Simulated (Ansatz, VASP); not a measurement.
One calculation of Si2Mo, two programs

The input INCAR:

```
PREC     = Accurate       # precision mode
ENCUT    = 520            # plane-wave cutoff, eV
EDIFF    = 1E-7           # SCF threshold, eV
ISMEAR   = -1             # smearing method
SIGMA    = 0.05           # smearing width, eV
LREAL    = False          # projectors in reciprocal space
LASPH    = True           # aspherical terms in the spheres
NELM     = 100            # most SCF steps
ALGO     = Normal         # electronic algorithm
ISIF     = 2              # what is computed and relaxed
LWAVE    = False          # write WAVECAR
LCHARG   = True           # write CHGCAR
GGA      = PE             # functional
LELF     = True           # ELF
LVHAR    = True         
NBANDS   = 18             # bands
```

KPOINTS

```
Automatic mesh
0
Gamma
  10 10 10
```

File POSCAR:

```
Si2Mo
1.0
    0.0000000000      2.8678176590      2.8678176590
    2.8678176590      0.0000000000      2.8678176590
    2.8678176590      2.8678176590      0.0000000000
Mo Si
1 2
Direct
    0.0000000000      0.0000000000      0.0000000000
    0.2500000000      0.2500000000      0.2500000000
    0.7500000000      0.7500000000      0.7500000000
```

Input for Ansatz:

```yaml
crystal:
  lattice:
    - [0.0, 2.867817659, 2.867817659]
    - [2.867817659, 0.0, 2.867817659]
    - [2.867817659, 2.867817659, 0.0]
  atoms:
    - { symbol: Mo, position: [0.0, 0.0, 0.0] }
    - { symbol: Si, position: [0.25, 0.25, 0.25] }
    - { symbol: Si, position: [0.75, 0.75, 0.75] }
kpoints:
  mp_grid: { grid: [10, 10, 10] }
scf:
  occupations: { method: fermi_dirac, width: 0.05 }
hamiltonian:
  xc: pbe
  pseudopotentials: { kind: all_electron, lapw: { basis_error: 0.001 } }
output:
  forces: true
  stress: true
  eigenvalues: true
  populations: true
```

Change from the starting cell: volume scaled by 0.94, LAPW.

Alike in both runs: task single point; functional PBE; k mesh 10 × 10 × 10; occupations fermi-dirac, width 0.05 eV; no spin polarisation.

|  | VASP | Ansatz |
| --- | --- | --- |
| version | VASP 6.6.1 | Ansatz 0.2.0 |
| potentials or method | VASP PAW PBE potentials, release 64 (Mo_sv, Si), cutoff 520 eV | all-electron LAPW, scalar-relativistic |

```tsv
	VASP	Ansatz	Ansatz less VASP
pressure (GPa)	9.7	9.6	-0.09
```

Ansatz ran all-electron here, and VASP with PAW potentials.
